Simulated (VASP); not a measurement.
Here is a VASP 6.6.1 calculation.

INCAR

```
ALGO = Normal
EDIFF = 1E-6
ENCUT = 520
GGA = PS
ISIF = 2
ISMEAR = -1
LASPH = True
LCHARG = False
LREAL = False
LWAVE = False
NBANDS = 16
NELM = 60
PREC = Accurate
SIGMA = 0.05
```

KPOINTS

```
k-points
0
Gamma
  15 15 15
```

File POSCAR:

```
ZnSe
1.0
    0.0000000000      2.2710047455      2.2710047455
    2.2710047455      0.0000000000      2.2710047455
    2.2710047455      2.2710047455      0.0000000000
Zn Se
1 1
Direct
    0.0000000000      0.0000000000      0.0000000000
    0.5000000000      0.5000000000      0.5000000000
```

Potentials or basis: VASP PAW PBE potentials, release 64 (Zn, Se).

Launch:

```console
$ cat potpaw_PBE.64/Zn/POTCAR potpaw_PBE.64/Se/POTCAR > POTCAR
$ mpirun -np 1 vasp_std > vasp.out
```

Task: Estimate the pressure.

Result: 104.0 GPa.

Task: What does it give for the band gap on the k mesh?

Result: Zero (band 9 reaches 9.45 eV, above the bottom of band 10 at 8.01 eV).

Caveat: the PAW data sets were made with another functional, which shifts forces and pressure a little.
